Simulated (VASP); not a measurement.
Input of a VASP 6.6.1 run:

Contents of INCAR:

```
SYSTEM = ZnO
ALGO = Normal
EDIFF = 1E-6
ENCUT = 520
GGA = PE
ISIF = 2
ISMEAR = -1
LASPH = .TRUE.
LCHARG = .TRUE.
LELF = .TRUE.
LREAL = .FALSE.
LVHAR = .TRUE.
LWAVE = .FALSE.
NBANDS = 26
NELM = 60
PREC = Accurate
SIGMA = 0.08
```

Contents of KPOINTS:

```
k-points
0
G
  11 11 7
  0 0 0
```

POSCAR

```
ZnO
1.0
    2.7806890500      0.0000000000      0.0000000000
   -1.3903445250      2.4081473573      0.0000000000
    0.0000000000      0.0000000000      4.9162235575
Zn O
2 2
Direct
    0.0000000000      0.0000000000      0.0000000000
    0.0000000000      0.0000000000      0.5000000000
    0.3333333333      0.6666666667      0.2500000000
    0.6666666667      0.3333333333      0.7500000000
```

Potentials or basis: VASP PAW PBE potentials, release 64 (Zn, O).

Command:

```console
$ cat potpaw_PBE.64/Zn/POTCAR potpaw_PBE.64/O/POTCAR > POTCAR
$ mpirun -np 1 vasp_std > vasp.out
```

(1) Estimate the band gap on the k mesh.

(2) Predict the pressure.

## Answers

(1) 1.65 eV, direct.

(2) 61.2 GPa.
